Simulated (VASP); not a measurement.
# NiO (Fm-3m) in VASP: further runs

NiO is run at these levels: PBE; tasks: single point.

Program: VASP 6.6.1. These are calculated values, not measurements. Logs are shortened: lines on timing, memory, paths and dates and some standing lists are left out, and cuts for length are marked.

### 1 The cell of the first run

It takes space group Fm-3m (No. 225, cubic). Conventional cell: a = 4.210 Å, b = 4.210 Å, c = 4.210 Å, α = 90.00°, β = 90.00°, γ = 90.00°. Ni (site symmetry m-3m) has 6 O at 2.11 Å within 2.8 Å. Within 2.8 Å of O (site symmetry m-3m) lie 6 Ni at 2.11 Å.

### 2 Single point, PBE, collinear spin, ferromagnetic start (volume scaled by 1.02)

File INCAR:

```
SYSTEM = NiO
PREC = Accurate
ENCUT = 520
EDIFF = 1E-7
ISMEAR = -1
SIGMA = 0.05
LREAL = .False.
LASPH = .True.
NELM = 150
ALGO = Normal
ISIF = 2
LWAVE = .False.
LCHARG = .False.
ISPIN = 2
MAGMOM = 2 0
LORBIT = 11
LMAXMIX = 4
GGA = PE
NBANDS = 19
```

File KPOINTS:

```
regular mesh
0
Gamma
  11 11 11
  0 0 0
```

File POSCAR:

```
NiO
1.0
    0.0000000000      2.1051596455      2.1051596455
    2.1051596455      0.0000000000      2.1051596455
    2.1051596455      2.1051596455      0.0000000000
Ni O
1 1
Direct
    0.0000000000      0.0000000000      0.0000000000
    0.5000000000      0.5000000000      0.5000000000
```

Potentials or basis: VASP PAW PBE potentials, release 64 (Ni, O).

Command:

```bash
$ cat potpaw_PBE.64/Ni/POTCAR potpaw_PBE.64/O/POTCAR > POTCAR
$ mpirun -np 1 vasp_std > vasp.out
```

OUTCAR:

```text
SYSTEM = NiO
   PREC = Accurate
   ENCUT = 520
   EDIFF = 1E-7
   ISMEAR = -1
   LREAL = .False.
   LASPH = .True.
   NELM = 150
   ISIF = 2
   ISPIN = 2
   LORBIT = 11
   GGA = PE

 ion  position               nearest neighbor table
   1  0.000  0.000  0.000-   2 2.11   2 2.11   2 2.11   2 2.11   2 2.11   2 2.11
   2  0.500  0.500  0.500-   1 2.11   1 2.11   1 2.11   1 2.11   1 2.11   1 2.11

  LATTYP: Found a face centered cubic cell.
 ALAT       =     4.2103192910

  Lattice vectors:

 A1 = (   0.0000000000,   2.1051596455,   2.1051596455)
 A2 = (   2.1051596455,   0.0000000000,   2.1051596455)
 A3 = (   2.1051596455,   2.1051596455,   0.0000000000)

Analysis of symmetry for initial positions (statically):
=====================================================================
 Subroutine PRICEL returns:
 Original cell was already a primitive cell.

 Routine SETGRP: Setting up the symmetry group for a
 face centered cubic supercell.

 Subroutine GETGRP returns: Found 48 space group operations
 (whereof 48 operations were pure point group operations)
 out of a pool of 48 trial point group operations.

The static configuration has the point symmetry O_h .

Analysis of symmetry for dynamics (positions and initial velocities):
=====================================================================
 Subroutine PRICEL returns:
 Original cell was already a primitive cell.

 Routine SETGRP: Setting up the symmetry group for a
 face centered cubic supercell.

 Subroutine GETGRP returns: Found 48 space group operations
 (whereof 48 operations were pure point group operations)
 out of a pool of 48 trial point group operations.

The dynamic configuration has the point symmetry O_h .

Analysis of structural, dynamic, and magnetic symmetry:
=====================================================================
 Subroutine PRICEL returns:
 Original cell was already a primitive cell.

 Routine SETGRP: Setting up the symmetry group for a
 face centered cubic supercell.

 Subroutine GETGRP returns: Found 48 space group operations
 (whereof 48 operations were pure point group operations)
 out of a pool of 48 trial point group operations.

The overall configuration has the point symmetry O_h .

 Subroutine INISYM returns: Found 48 space group operations
 (whereof 48 operations are pure point group operations),
 and found     1 'primitive' translations

----------------------------------------------------------------------------------------

                                     Primitive cell

  volume of cell :      18.6589

  direct lattice vectors                    reciprocal lattice vectors
     0.000000000  2.105159646  2.105159646    -0.237511678  0.237511678  0.237511678
     2.105159646  0.000000000  2.105159646     0.237511678 -0.237511678  0.237511678
     2.105159646  2.105159646  0.000000000     0.237511678  0.237511678 -0.237511678

  length of vectors
     2.977145322  2.977145322  2.977145322     0.411382294  0.411382294  0.411382294

  position of ions in fractional coordinates (direct lattice)
     0.000000000  0.000000000  0.000000000
     0.500000000  0.500000000  0.500000000

  ion indices of the primitive-cell ions
   primitive index   ion index
                 1           1
                 2           2

----------------------------------------------------------------------------------------

 KPOINTS: regular mesh

Automatic generation of k-mesh.
 Grid dimensions read from file:
 generate k-points for:   11   11   11

 Generating k-lattice:

  Cartesian coordinates                     Fractional coordinates (reciprocal lattice)
    -0.021591971  0.021591971  0.021591971     0.090909091  0.000000000  0.000000000
     0.021591971 -0.021591971  0.021591971     0.000000000  0.090909091  0.000000000
     0.021591971  0.021591971 -0.021591971     0.000000000  0.000000000  0.090909091

  Length of vectors
     0.037398390  0.037398390  0.037398390

  Shift w.r.t. Gamma in fractional coordinates (k-lattice)
     0.000000000  0.000000000  0.000000000

 Subroutine IBZKPT returns following result:
 ===========================================

 Found     56 irreducible k-points:

 Following reciprocal coordinates:
            Coordinates               Weight
  0.000000  0.000000  0.000000      1.000000
  0.090909  0.000000  0.000000      8.000000
  0.181818  0.000000  0.000000      8.000000
  0.272727  0.000000  0.000000      8.000000
  0.363636  0.000000  0.000000      8.000000
  0.454545  0.000000  0.000000      8.000000
[... 16 lines left out ...]
 -0.272727  0.181818  0.000000     24.000000
 -0.181818  0.181818  0.000000     12.000000
 [... further k-points ...]
   k-points           NKPTS =     56   k-points in BZ     NKDIM =     56   number of bands    NBANDS=     19
   number of dos      NEDOS =    301   number of ions     NIONS =      2
   total plane-waves  NPLWV =  13824
   dimension x,y,z NGX =    24 NGY =   24 NGZ =   24
   dimension x,y,z NGXF=    48 NGYF=   48 NGZF=   48
   ions per type =               1   1
   NGX,Y,Z   is equivalent  to a cutoff of  13.40, 13.40, 13.40 a.u.
   NGXF,Y,Z  is equivalent  to a cutoff of  26.80, 26.80, 26.80 a.u.
 SYSTEM =  NiO
   PREC   = accura    normal or accurate (medium, high low for compatibility)
   ISTART =      0    job   : 0-new  1-cont  2-samecut
   ICHARG =      2    charge: 1-file 2-atom 10-const
   ISPIN  =      2    spin polarized calculation?
   LNONCOLLINEAR =      F non collinear calculations
   LSORBIT =      F    spin-orbit coupling
   LASPH  =      T    aspherical Exc in radial PAW
   ENCUT  =  520.0 eV  38.22 Ry    6.18 a.u.   5.54  5.54  5.54*2*pi/ulx,y,z
   NELM   =    150;   NELMIN=  2; NELMDL= -5     # of ELM steps
   EDIFF  = 0.1E-06   stopping-criterion for ELM
   LREAL  =      F    real-space projection
   EDIFFG = 0.1E-05   stopping-criterion for IOM
   NSW    =      0    number of steps for IOM
   IBRION =     -1    ionic relax: 0-MD 1-quasi-New 2-CG
   NFREE  =      0    steps in history (QN), initial steepest desc. (CG)
   ISIF   =      2    stress and relaxation
   ISYM   =      2    0-nonsym 1-usesym 2-fastsym
   POTIM  = 0.5000    time-step for ionic-motion
   TEBEG  =    0.0;   TEEND  =   0.0 temperature during run
   PSTRESS=    0.0 pullay stress
   NELECT =      16.0000    total number of electrons
   NUPDOWN=      -1.0000    fix difference up-down
   EMIN   =  10.00;   EMAX   =-10.00  energy-range for DOS
   EFERMI =   0.00;   METHOD = LEGACY
   ISMEAR =    -1;   SIGMA  =   0.05  broadening in eV -4-tet -1-fermi 0-gaus
   EFERMI_NEDOS =   21; number of points for ismear=-14 and -15
   IALGO  =     38    algorithm
   IMIX   =      4    mixing-type and parameters
     AMIX     =   0.40;   BMIX     =  1.00
     AMIX_MAG =   1.60;   BMIX_MAG =  1.00
  volume/ion in A,a.u.               =       9.33        62.96
  Fermi-wavevector in a.u.,A,eV,Ry     =   1.555320  2.939129 32.912774  2.419021
  Thomas-Fermi vector in A             =   2.659278
   LORBIT       =     11    0 simple, 1 ext, 2 COOP (PROOUT), +10 PAW based schemes
   GGA     = PE    functional components
   LHFCALC =     F    Hartree Fock is set to
   AEXX    =    0.0000 exact exchange contribution
   IVDW    =     0    specifies the selected vdW correction
   LEPSILON=     F    determine dielectric tensor
   LRPA    =     F    only Hartree local field effects (RPA)
 spin polarized calculation
  energy-cutoff  :      520.00
  volume of cell :       18.66
 maximum number of plane-waves:       531
 NGX is ok and might be reduce to    24
   NGX = 11   NGY = 11   NGZ = 11

 number of electron      16.0000013 magnetization       1.7662256

 Free energy of the ion-electron system (eV)
  ---------------------------------------------------
  ext. energy  EPLUGINS =         0.00000000
  ---------------------------------------------------
  free energy    TOTEN  =       -11.48293343 eV

  energy without entropy =      -11.47297168  energy(sigma->0) =      -11.47795255

 E-fermi :   7.5224     XC(G=0): -12.5385

 val. band max:        7.5108214304   @ k =   0.0909   0.0909   0.0000
 cond. band min:       7.5392769249   @ k =   0.3636   0.2727   0.0909
 fundamental gap:      0.0284554945
 Fermi energy:         7.5223644369

 spin component 1

 k-point     1 :       0.0000    0.0000    0.0000
  band No.  band energies     occupation
      1     -12.5889      1.00000
      2       4.4299      1.00000
      3       4.4300      1.00000
      4       4.6581      1.00000
      5       4.6581      1.00000
      6       4.6581      1.00000
[... 11 lines left out ...]
     18      33.1638      0.00000
     19      33.1638      0.00000

 k-point     2 :       0.0909    0.0000    0.0000
  band No.  band energies     occupation
      1     -12.4993      1.00000
      2       3.7431      1.00000
      3       3.7431      1.00000
      4       3.8322      1.00000
      5       4.9203      1.00000
      6       4.9203      1.00000
[... 11 lines left out ...]
     18      34.4663      0.00000
     19      34.4663      0.00000

 k-point     3 :       0.1818    0.0000    0.0000
  band No.  band energies     occupation
      1     -12.2489      1.00000
      2       2.5293      1.00000
      3       3.0255      1.00000
      4       3.0255      1.00000
      5       5.0737      1.00000
      6       5.0737      1.00000
[... 11 lines left out ...]
     18      36.7497      0.00000
     19      36.7498      0.00000

 k-point     4 :       0.2727    0.0000    0.0000
  band No.  band energies     occupation
      1     -11.8954      1.00000
      2       1.2385      1.00000
      3       2.4409      1.00000
      4       2.4409      1.00000
      5       5.2725      1.00000
      6       5.2725      1.00000
[... 407 lines left out ...]
     18      37.7809      0.00000
     19      38.5278      0.00000

 k-point    23 :      -0.2727    0.1818    0.0000
  band No.  band energies     occupation
      1     -11.5045      1.00000
      2       0.5283      1.00000
      3       1.9489      1.00000
      4       2.3219      1.00000
      5       5.1837      1.00000
      6       5.4033      1.00000
[... 11 lines left out ...]
     18      38.0095      0.00000
     19      39.2579      0.00000

 k-point    24 :      -0.1818    0.1818    0.0000
  band No.  band energies     occupation
      1     -11.8028      1.00000
      2       1.1128      1.00000
      3       2.1920      1.00000
      4       2.8749      1.00000
      5       5.0045      1.00000
      6       5.2519      1.00000
[... 11 lines left out ...]
     18      38.0645      0.00000
     19      39.1988      0.00000

 [... further k-points ...]

 spin component 2

 k-point     1 :       0.0000    0.0000    0.0000
  band No.  band energies     occupation
      1     -12.1464      1.00000
      2       5.1678      1.00000
      3       5.1678      1.00000
      4       5.1678      1.00000
      5       5.7551      1.00000
      6       5.7554      1.00000
[... 11 lines left out ...]
     18      33.7610      0.00000
     19      33.7613      0.00000

 k-point     2 :       0.0909    0.0000    0.0000
  band No.  band energies     occupation
      1     -12.0541      1.00000
      2       4.3545      1.00000
      3       4.7778      1.00000
      4       4.7779      1.00000
      5       5.8770      1.00000
      6       5.8772      1.00000
[... 11 lines left out ...]
     18      35.0504      0.00000
     19      35.0506      0.00000

 k-point     3 :       0.1818    0.0000    0.0000
  band No.  band energies     occupation
      1     -11.7958      1.00000
      2       2.9986      1.00000
      3       4.1390      1.00000
      4       4.1392      1.00000
      5       6.0626      1.00000
      6       6.0628      1.00000
[... 11 lines left out ...]
     18      37.3370      0.00000
     19      37.3372      0.00000

 k-point     4 :       0.2727    0.0000    0.0000
  band No.  band energies     occupation
      1     -11.4301      1.00000
      2       1.6645      1.00000
      3       3.5684      1.00000
      4       3.5686      1.00000
      5       6.2766      1.00000
      6       6.2767      1.00000
[... 407 lines left out ...]
     18      38.1320      0.00000
     19      39.0047      0.00000

 k-point    23 :      -0.2727    0.1818    0.0000
  band No.  band energies     occupation
      1     -11.0197      1.00000
      2       1.0288      1.00000
      3       2.9053      1.00000
      4       3.1354      1.00000
      5       6.2738      1.00000
      6       6.6978      1.00000
[... 11 lines left out ...]
     18      38.4270      0.00000
     19      39.8003      0.00000

 k-point    24 :      -0.1818    0.1818    0.0000
  band No.  band energies     occupation
      1     -11.3320      1.00000
      2       1.6780      1.00000
      3       3.3857      1.00000
      4       3.4110      1.00000
      5       6.0971      1.00000
      6       6.6265      1.00000
[... 11 lines left out ...]
     18      38.4751      0.00000
     19      39.3827      0.00000

 [... further k-points ...]
[... 5 lines left out ...]
  --------------------------------------------------------------------------------------
  -------------------------------------------------------------------------------------
  Total        0.0434106      0.0434106      0.0434106     -0.0000000      0.0000000     -0.0000000
  in kB        3.7275277      3.7275277      3.7275277     -0.0000000      0.0000000     -0.0000000
  external PRESSURE =       3.7275277 kB  Pullay stress =       0.0000000 kB

 VOLUME and BASIS-vectors are now :
 -----------------------------------------------------------------------------
  energy-cutoff  :      520.00
  volume of cell :       18.66
      direct lattice vectors                 reciprocal lattice vectors
     0.000000000  2.105159646  2.105159646    -0.237511678  0.237511678  0.237511678
     2.105159646  0.000000000  2.105159646     0.237511678 -0.237511678  0.237511678
     2.105159646  2.105159646  0.000000000     0.237511678  0.237511678 -0.237511678

 POSITION                                       TOTAL-FORCE (eV/Angst)
 -----------------------------------------------------------------------------------
      0.00000      0.00000      0.00000        -0.000000      0.000000      0.000000
      2.10516      2.10516      2.10516         0.000000     -0.000000     -0.000000
 -----------------------------------------------------------------------------------
    total drift:                                0.000000     -0.000000     -0.000000

  FREE ENERGIE OF THE ION-ELECTRON SYSTEM (eV)
  ---------------------------------------------------
  free  energy   TOTEN  =       -11.4829334321 eV

  energy  without entropy=      -11.4729716757  energy(sigma->0) =      -11.47795255

 total charge

# of ion       s       p       d       tot
------------------------------------------
    1        0.325   0.387   8.230   8.941
    2        1.556   3.412   0.000   4.968
--------------------------------------------------
tot          1.881   3.798   8.230  13.909

 magnetization (x)

# of ion       s       p       d       tot
------------------------------------------
    1        0.011   0.015   1.426   1.452
    2        0.027   0.243   0.000   0.270
--------------------------------------------------
tot          0.039   0.257   1.426   1.722
```

Run time: 32 s. Hardware: 1 thread of Intel Xeon Platinum 8559C (Emerald Rapids), shared host; peak memory 0.16 GiB.

Results:

* Free energy: -11.4829 eV
* Pressure: 0.4 GPa
* Net moment: 1.77 μB per cell
* Site moments: Ni +1.45; O +0.27 μB
* Valence electrons inside the program's atomic spheres: Ni 8.94; O 4.97

Caveat: a cell with one magnetic atom can't hold antiferromagnetic order, which such compounds often take; semilocal functionals often make such compounds metallic where correlation or magnetic order opens a gap, which also shifts bond lengths.

(Part 1 of 2 ends here.)
